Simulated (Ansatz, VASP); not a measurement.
**Two plane-wave programs on BN**

File INCAR:

```
PREC = Accurate ; ENCUT = 520
EDIFF = 1E-6 ; ISMEAR = 0
SIGMA = 0.02 ; LREAL = F
LASPH = T ; NELM = 100
ALGO = Normal ; ISIF = 2
LWAVE = F ; LCHARG = T
GGA = PE ; IVDW = 12
LELF = T ; LVHAR = T
NBANDS = 21
```

File KPOINTS:

```
Automatic mesh
0
Gamma
  12 12 4
```

The input POSCAR:

```
BN
1.0
    2.5061138137      0.0000000000      0.0000000000
   -1.2530569069      2.1703582275      0.0000000000
    0.1976930256      0.0000000000      9.8846512810
B N
3 3
Direct
    0.0000000000      0.0000000000      0.0003024559
    0.6666666667      0.3333333333      0.3336357892
    0.3333333333      0.6666666667      0.6669691226
    0.6666666667      0.3333333333      0.0005978774
    0.3333333333      0.6666666667      0.3339312108
    0.0000000000      0.0000000000      0.6672645441
```

Input for Ansatz:

```yaml
crystal:
  lattice:
    - [2.5061138137, 0.0, 0.0]
    - [-1.2530569069, 2.1703582275, 0.0]
    - [0.1976930256, 0.0, 9.884651281]
  atoms:
    - { symbol: B, position: [0.0, 0.0, 0.0003024559] }
    - { symbol: B, position: [0.6666666667, 0.3333333333, 0.3336357892] }
    - { symbol: B, position: [0.3333333333, 0.6666666667, 0.6669691226] }
    - { symbol: "N", position: [0.6666666667, 0.3333333333, 0.0005978774] }
    - { symbol: "N", position: [0.3333333333, 0.6666666667, 0.3339312108] }
    - { symbol: "N", position: [0.0, 0.0, 0.6672645441] }
basis:
  ecutwfc: 420
kpoints:
  mp_grid: { grid: [12, 12, 4] }
  band_path: { path: [VBM, CBM], npoints: 2 }
hamiltonian:
  xc: pbe
  dispersion: d3bj
scf:
  occupations: { method: gaussian, width: 0.02 }
output:
  forces: true
  stress: true
  eigenvalues: true
checkpoint:
  read: start.run
  write: ck
  compress: false
  write_wavefunctions: false
  write_every: 100000
```

Alike in both runs: task single point; functional PBE; dispersion D3(BJ); k mesh 12 × 12 × 4; occupations gaussian, width 0.02 eV; no spin polarisation.

|  | VASP | Ansatz |
| --- | --- | --- |
| version | VASP 6.6.1 | Ansatz 0.2.0 |
| potentials or method | VASP PAW PBE potentials, release 64 (B, N), cutoff 520 eV | scalar-relativistic, plane waves, PAW |
| valence electrons in the cell | 24 | 24 |

|  | VASP | Ansatz | Ansatz less VASP |
| --- | --- | --- | --- |
| gap on the k mesh at the Fermi level (eV) | 4.13 | 4.14 | +0.007 |
| least direct gap on the mesh (eV) | 4.61 | 4.61 | +0.003 |
| pressure (GPa) | 0.1 | 0.0 | -0.08 |
| traceless stress, the component that is largest in VASP (GPa) | -0.20 | 0.00 | +0.198 |
